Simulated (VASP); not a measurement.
Set up this calculation in VASP 6.6.1, as the native input.

| Item | Value |
| --- | --- |
| Task | single point |
| Functional | PBE |
| Potentials or basis | VASP PAW PBE potentials, release 64 (Cd, S) |
| Cutoff | 520 eV |
| k mesh | 6 × 6 × 6 |
| Occupations | gaussian, width 0.01 eV |
| Spin | no spin polarisation |
| Dipole correction | no |
| Further INCAR settings | ALGO = Normal; EDIFF = 1e-07; NBANDS = 16 |

The structure of CdS (Hawleyite) lies in POSCAR:

```
CdS
1.0
    0.0000000000      2.9392138847      2.9392138847
    2.9392138847      0.0000000000      2.9392138847
    2.9392138847      2.9392138847      0.0000000000
Cd S
1 1
Direct
    0.0000000000      0.0000000000      0.0000000000
    0.2500000000      0.2500000000      0.2500000000
```

These files were run (other wordings do the same):

INCAR

```
PREC = Accurate ; ENCUT = 520
EDIFF = 1E-7 ; ISMEAR = 0
SIGMA = 0.01 ; LREAL = False
LASPH = True ; NELM = 80
ALGO = Normal ; ISIF = 2
LWAVE = False ; LCHARG = True
GGA = PE ; LELF = True
LVHAR = True ; NBANDS = 16
```

KPOINTS

```
regular mesh
0
Gamma
  6 6 6
```

Potentials or basis: VASP PAW PBE potentials, release 64 (Cd, S).

Launch:

```bash
$ cat potpaw_PBE.64/Cd/POTCAR potpaw_PBE.64/S/POTCAR > POTCAR
$ mpirun -np 1 vasp_std > vasp.out
```

Results of the run:

```
Pressure               : 1.7 GPa
Band gap on the k mesh : 1.10 eV, direct
```

It took 9.5 s on 1 thread of AMD EPYC 9R45 96-Core Processor (Zen 5), on a shared host, peak memory 0.15 GiB.
